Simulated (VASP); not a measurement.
PbO2, 3 atoms in the cell. The structure is trigonal, space group R-3m (No. 166). Conventional cell: a = 3.446 Å, b = 3.446 Å, c = 13.344 Å, α = 90.00°, β = 90.00°, γ = 120.00°. Within 3.0 Å of Pb (site symmetry -3m) lie 6 O at 2.24 Å. Within 3.0 Å of O (site symmetry 3m) lie 3 Pb at 2.24 Å and 3 O at 2.87 Å. 

```yaml
Program: VASP 6.6.1
Task: single point
Functional: PBE
Potentials_or_basis: VASP PAW PBE potentials, release 64 (Pb_d, O)
Cutoff: 520 eV
k_mesh: 12 × 12 × 12
Occupations: gaussian, width 0.05 eV
Spin: no spin polarisation
Dipole_correction: no
Further_INCAR_settings: ALGO = Normal; EDIFF = 1e-06; NBANDS = 20
```

Potentials or basis: VASP PAW PBE potentials, release 64 (Pb_d, O).

Command:

```bash
$ cat potpaw_PBE.64/Pb_d/POTCAR potpaw_PBE.64/O/POTCAR > POTCAR
$ mpirun -np 1 vasp_std > vasp.out
```

Hardware: 1 thread of Intel Xeon 6975P-C, on a shared host.

How long does it take, and how much memory?

Wall time 3.5 min on 1 thread of Intel Xeon 6975P-C (shared host), peak memory 0.31 GiB. Counts: scf iterations 13, k points 189.
